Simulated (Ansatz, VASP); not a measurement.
## Y4N in VASP and in Ansatz

```xyz
5
Lattice="4.9783 0.0000 0.0000 0.0000 4.9783 0.0000 0.0000 0.0000 4.9783" Properties=species:S:1:pos:R:3 pbc="T T T"
Y     0.0000    0.0000    0.0000
Y     2.4891    2.4891    0.0000
Y     2.4891    0.0000    2.4891
Y     0.0000    2.4891    2.4891
N     2.4891    2.4891    2.4891
```

Change from the starting cell: species swapped into the Ni4N type (Pm-3m, No. 221).

Alike in both runs: task single point; functional PBE; k mesh 4 × 4 × 4; occupations gaussian, width 0.1 eV; collinear spin.

|  | VASP | Ansatz |
| --- | --- | --- |
| version | VASP 6.6.1 | Ansatz 0.2.0 |
| potentials or method | VASP PAW PBE potentials, release 64 (Y_sv, N), cutoff 520 eV | scalar-relativistic, plane waves, PAW |
| valence electrons in the cell | 49 | 49 |

```tsv
	VASP	Ansatz	Ansatz less VASP
gap on the k mesh at the Fermi level (eV)	none	none	-
pressure (GPa)	0.0	0.2	+0.13
net moment per atom (μB)	0.00	0.00	0.000
```

A gap of «none» marks a metal or a gap that the smearing closes. The functional is the same, so the differences come from potentials, cutoffs and numerics. Ansatz's warnings: seeded moment not kept.
